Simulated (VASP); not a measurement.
# Ge (P-1) in VASP: single point with PBEsol+D3(BJ)

Aim: the single point of Ge with PBEsol+D3(BJ).

All numbers are computed with VASP 6.6.1; they aren't measurements. Logs are shortened: lines on timing, memory, paths and dates and some standing lists are left out, and cuts for length are marked.

**1. The cell of the first run**

The typed cell holds 2 atoms: a = 2.991 Å, b = 2.991 Å, c = 4.728 Å, α = 90.00°, β = 90.00°, γ = 120.33°.

**2. Single point, PBEsol+D3(BJ) (atom 1 (Ge) moved by (-0.225, -0.225) A along [1 1 0] and z)**

Contents of INCAR:

```
SYSTEM = Ge
PREC = Accurate
ENCUT = 520
EDIFF = 1E-6
ISMEAR = 0
SIGMA = 0.15
LREAL = .FALSE.
LASPH = .TRUE.
NELM = 80
ALGO = Normal
ISIF = 2
LWAVE = .FALSE.
LCHARG = .FALSE.
GGA = PS
IVDW = 12
NBANDS = 21
```

Contents of KPOINTS:

```
Automatic mesh
0
G
  18 18 10
  0 0 0
```

Contents of POSCAR:

```
Ge
1.0
    1.4880529250     -2.5946896100      0.0000000000
    1.4880529250      2.5946896100      0.0000000000
    0.0000000000      0.0000000000      4.7275957900
Ge
2
Direct
    0.6437531626      0.2493292519      0.2024070987
    0.3334466300      0.6665533700      0.7500000000
```

Potentials or basis: VASP PAW PBE potentials, release 64 (Ge_d).

Command:

```bash
> cat potpaw_PBE.64/Ge_d/POTCAR > POTCAR
> mpirun -np 1 vasp_std > vasp.out
```

OUTCAR:

```text
SYSTEM = Ge
   PREC = Accurate
   ENCUT = 520
   EDIFF = 1E-6
   ISMEAR = 0
   LREAL = .FALSE.
   LASPH = .TRUE.
   NELM = 80
   ISIF = 2
   GGA = PS
   IVDW = 12
 IVDW          = 12

 ion  position               nearest neighbor table
   1  0.644  0.249  0.202-   2 2.62   2 2.79   2 2.86
   2  0.333  0.667  0.750-   1 2.62   1 2.79   1 2.86

  LATTYP: Found a base centered orthorhombic cell.
 ALAT       =     2.9761058500
 B/A-ratio  =     1.7436809984
 C/A-ratio  =     1.5885173540

  Lattice vectors:

 A1 = (   1.4880529250,  -2.5946896100,   0.0000000000)
 A2 = (   1.4880529250,   2.5946896100,   0.0000000000)
 A3 = (   0.0000000000,   0.0000000000,   4.7275957900)

Analysis of symmetry for initial positions (statically):
=====================================================================
 Subroutine PRICEL returns:
 Original cell was already a primitive cell.

 Routine SETGRP: Setting up the symmetry group for a
 base centered orthorhombic supercell.

 Subroutine GETGRP returns: Found  2 space group operations
 (whereof  1 operations were pure point group operations)
 out of a pool of  8 trial point group operations.

The static configuration has the point symmetry C_1 .
 The point group associated with its full space group is S_2 .

Analysis of symmetry for dynamics (positions and initial velocities):
=====================================================================
 Subroutine PRICEL returns:
 Original cell was already a primitive cell.

 Routine SETGRP: Setting up the symmetry group for a
 base centered orthorhombic supercell.

 Subroutine GETGRP returns: Found  2 space group operations
 (whereof  1 operations were pure point group operations)
 out of a pool of  8 trial point group operations.

The dynamic configuration has the point symmetry C_1 .
 The point group associated with its full space group is S_2 .

 Subroutine INISYM returns: Found  2 space group operations
 (whereof  1 operations are pure point group operations),
 and found     1 'primitive' translations

----------------------------------------------------------------------------------------

                                     Primitive cell

  volume of cell :      36.5068

  direct lattice vectors                    reciprocal lattice vectors
     1.488052925 -2.594689610  0.000000000     0.336009554 -0.192701277  0.000000000
     1.488052925  2.594689610  0.000000000     0.336009554  0.192701277  0.000000000
     0.000000000  0.000000000  4.727595790     0.000000000  0.000000000  0.211524006

  length of vectors
[... 80 lines left out ...]
   ENCUT  =  520.0 eV  38.22 Ry    6.18 a.u.   5.56  5.56  8.79*2*pi/ulx,y,z
   NELM   =     80;   NELMIN=  2; NELMDL= -5     # of ELM steps
   EDIFF  = 0.1E-05   stopping-criterion for ELM
   LREAL  =      F    real-space projection
   EDIFFG = 0.1E-04   stopping-criterion for IOM
   NSW    =      0    number of steps for IOM
   IBRION =     -1    ionic relax: 0-MD 1-quasi-New 2-CG
   NFREE  =      0    steps in history (QN), initial steepest desc. (CG)
   ISIF   =      2    stress and relaxation
   ISYM   =      2    0-nonsym 1-usesym 2-fastsym
   POTIM  = 0.5000    time-step for ionic-motion
   TEBEG  =    0.0;   TEEND  =   0.0 temperature during run
   PSTRESS=    0.0 pullay stress
   NELECT =      28.0000    total number of electrons
   NUPDOWN=      -1.0000    fix difference up-down
   EMIN   =  10.00;   EMAX   =-10.00  energy-range for DOS
   EFERMI =   0.00;   METHOD = LEGACY
   ISMEAR =     0;   SIGMA  =   0.15  broadening in eV -4-tet -1-fermi 0-gaus
   EFERMI_NEDOS =   21; number of points for ismear=-14 and -15
   IALGO  =     38    algorithm
   IMIX   =      4    mixing-type and parameters
     AMIX     =   0.40;   BMIX     =  1.00
     AMIX_MAG =   1.60;   BMIX_MAG =  1.00
  volume/ion in A,a.u.               =      18.25       123.18
  Fermi-wavevector in a.u.,A,eV,Ry     =   1.498544  2.831837 30.553703  2.245634
  Thomas-Fermi vector in A             =   2.610289
   LORBIT       =      0    0 simple, 1 ext, 2 COOP (PROOUT), +10 PAW based schemes
   GGA     = PS    functional components
   LHFCALC =     F    Hartree Fock is set to
   AEXX    =    0.0000 exact exchange contribution
   IVDW    =    12    specifies the selected vdW correction
   LEPSILON=     F    determine dielectric tensor
   LRPA    =     F    only Hartree local field effects (RPA)
 non-spin polarized calculation
 Gauss-broadening in eV      SIGMA  =   0.15
  energy-cutoff  :      520.00
  volume of cell :       36.51
 maximum number of plane-waves:      1014
   NGX = 11   NGY = 11   NGZ = 17

 number of electron      28.0000011 magnetization

 Free energy of the ion-electron system (eV)
  ---------------------------------------------------
  ext. energy  EPLUGINS =         0.00000000
  ---------------------------------------------------
  free energy    TOTEN  =        -9.24447760 eV

  energy without entropy =       -9.23439826  energy(sigma->0) =       -9.23943793

 E-fermi :   6.9967     XC(G=0): -11.5804

 val. band max:        6.9943541759   @ k =   0.0556   0.2222   0.5000
 cond. band min:       6.9978469160   @ k =   0.4444   0.2222   0.4000
 fundamental gap:      0.0034927401
 Fermi energy:         6.9967064029

 k-point     1 :       0.0000    0.0000    0.0000
  band No.  band energies     occupation
      1     -17.6964      2.00000
      2     -17.6909      2.00000
      3     -17.6756      2.00000
      4     -17.6690      2.00000
      5     -17.6576      2.00000
      6     -17.6479      2.00000
[... 565 lines left out ...]
     20      20.0372      0.00000
     21      20.2388      0.00000

 [... further k-points ...]

------------------------ aborting loop because EDIFF is reached ----------------------------------------

 Edisp (eV)   -0.67751

 E8    (eV) :    -0.4526

  FORCE on cell =-STRESS in cart. coord.  units (eV):
  Direction    XX          YY          ZZ          XY          YZ          ZX
  --------------------------------------------------------------------------------------
  -------------------------------------------------------------------------------------
  Total      -0.14487    -0.50169     0.19450     0.12123     0.23375     0.33403
  in kB      -6.35785   -22.01762     8.53605     5.32032    10.25881    14.65939
  external pressure =       -6.61 kB  Pullay stress =        0.00 kB

 VOLUME and BASIS-vectors are now :
 -----------------------------------------------------------------------------
  energy-cutoff  :      520.00
  volume of cell :       36.51
      direct lattice vectors                 reciprocal lattice vectors
     1.488052925 -2.594689610  0.000000000     0.336009554 -0.192701277  0.000000000
     1.488052925  2.594689610  0.000000000     0.336009554  0.192701277  0.000000000
     0.000000000  0.000000000  4.727595790     0.000000000  0.000000000  0.211524006

 POSITION                                       TOTAL-FORCE (eV/Angst)
 -----------------------------------------------------------------------------------
      1.32895     -1.02341      0.95690         0.060475      0.055231      0.700984
      1.48805      0.86431      3.54570        -0.060475     -0.055231     -0.700984
 -----------------------------------------------------------------------------------
    total drift:                                0.000039     -0.000018     -0.000082

  FREE ENERGIE OF THE ION-ELECTRON SYSTEM (eV)
  ---------------------------------------------------
  free  energy   TOTEN  =        -9.9219854703 eV

  energy  without entropy=       -9.9119061304  energy(sigma->0) =       -9.91694580
```

OSZICAR:

```text
N       E                     dE             d eps       ncg     rms          rms(c)
DAV:   1     0.175827344357E+03    0.17583E+03   -0.14084E+04 78129   0.386E+03
DAV:   2     0.144969272190E+02   -0.16133E+03   -0.15625E+03 68598   0.591E+02
DAV:   3    -0.865226841371E+01   -0.23149E+02   -0.22936E+02 76361   0.132E+02
DAV:   4    -0.928761641105E+01   -0.63535E+00   -0.63487E+00 77750   0.255E+01
DAV:   5    -0.929692143494E+01   -0.93050E-02   -0.93047E-02 77469   0.338E+00    0.188E+00
DAV:   6    -0.925824790089E+01    0.38674E-01   -0.37864E-02 93972   0.307E+00    0.100E+00
DAV:   7    -0.924523223102E+01    0.13016E-01   -0.21081E-02 93985   0.182E+00    0.152E-01
DAV:   8    -0.924447755773E+01    0.75467E-03   -0.19277E-03 89111   0.696E-01    0.363E-02
DAV:   9    -0.924447470882E+01    0.28489E-05   -0.94216E-05 76968   0.794E-02    0.209E-02
DAV:  10    -0.924447709437E+01   -0.23856E-05   -0.38528E-06 79073   0.294E-02    0.309E-03
DAV:  11    -0.924447760216E+01   -0.50779E-06   -0.31238E-07 46214   0.726E-03
   1 F= -.99219855E+01 E0= -.99169458E+01  d E =-.100793E-01
```

Run time: 4.8 min. Hardware: 1 thread of Intel Xeon 6975P-C (Granite Rapids), shared host; peak memory 0.96 GiB.

Results:

- Free energy: -9.9220 eV
- Pressure: -0.7 GPa
- Largest force: 0.706 eV/Å
- Band gap on the k mesh: zero (bands 14 and 15 overlap by 9.48 eV)
- Dispersion energy per atom: -0.339 eV

Forces on the atoms (eV/Å):
```
Ge   0.060  0.055  0.701
Ge  -0.060 -0.055 -0.701
```

Stress tensor (GPa, compression positive):
```
-0.64  0.53  1.47
 0.53 -2.20  1.03
 1.47  1.03  0.85
```

Caveat: the cell differs from its parent crystal (atom 1 (Ge) moved by (-0.225, -0.225) A along [1 1 0] and z); the PAW data sets were made with another functional, which shifts forces and pressure a little.
